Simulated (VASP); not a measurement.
Crystal: Nb.

```
CELL_PARAMETERS angstrom
-1.66395 1.66395 1.66395
1.66395 -1.66395 1.66395
1.66395 1.66395 -1.66395
ATOMIC_POSITIONS crystal
Nb 0.00000 0.00000 0.00000
```

| Quantity | Value |
| --- | --- |
| Program | VASP 6.6.1 |
| Task | relaxation of cell and atoms |
| Functional | PBE |
| Potentials or basis | VASP PAW PBE potentials, release 64 (Nb_sv) |
| Cutoff | 500 eV |
| k mesh | 8 × 8 × 8 |
| Occupations | methfessel-paxton, width 0.05 eV |
| Spin | no spin polarisation |

At the start: pressure -2.6 GPa; volume 18.43 Å³/atom.

Task: How do energy, volume and symmetry change on relaxing?

Result: Over 3 steps the energy falls by 2.3 meV/atom and the volume is 18.14 Å³/atom (-1.6 %); space group Im-3m (No. 229, to 0.05 Å).

The path:
| step | energy change (eV) | largest force (eV/Å) | pressure (GPa) | volume (Å³) |
| --- | --- | --- | --- | --- |
| 1 | 0.0000 | 0.0000 | -2.58 | 18.43 |
| 2 | 0.0052 | 0.0000 | 5.09 | 17.65 |
| 3 | -0.0023 | 0.0000 | 0.00 | 18.14 |

Final structure:
```xyz
1
Lattice="-1.6553 1.6553 1.6553 1.6553 -1.6553 1.6553 1.6553 1.6553 -1.6553" Properties=species:S:1:pos:R:3 pbc="T T T"
Nb    0.0000    0.0000    0.0000
```
